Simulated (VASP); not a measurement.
Runs of VASP 6.6.1 on Be. The structure is that of space group P4_2/mnm (No. 136), or close to it. The cells are those of the table. 

```tsv
task	cell	gap on the mesh (eV)	pressure (GPa)	largest force (eV/Å)
single point	a = 3.709, b = 3.709, c = 2.281 Å, 4 atoms	none	2.6	0.05
electric field gradients	a = 3.747, b = 3.747, c = 2.281 Å, 4 atoms	none	(a)	-
electric field gradients	a = 3.747, b = 3.747, c = 2.304 Å, 4 atoms	none	-1.1	0.03
single point	a = 3.747, b = 3.747, c = 2.304 Å, 4 atoms	none	-1.1	0.03
```

Alike in all rows: level PBE; potentials or basis VASP PAW PBE potentials, release 64 (Be); no spin polarisation; k mesh 9 × 9 × 14; cutoff (eV) 520; smearing fermi-dirac 0.05 eV.

Q: Fill in the values left out.

A: (a) 0.1.

A gap of «none» marks levels without a gap at the run's occupations.
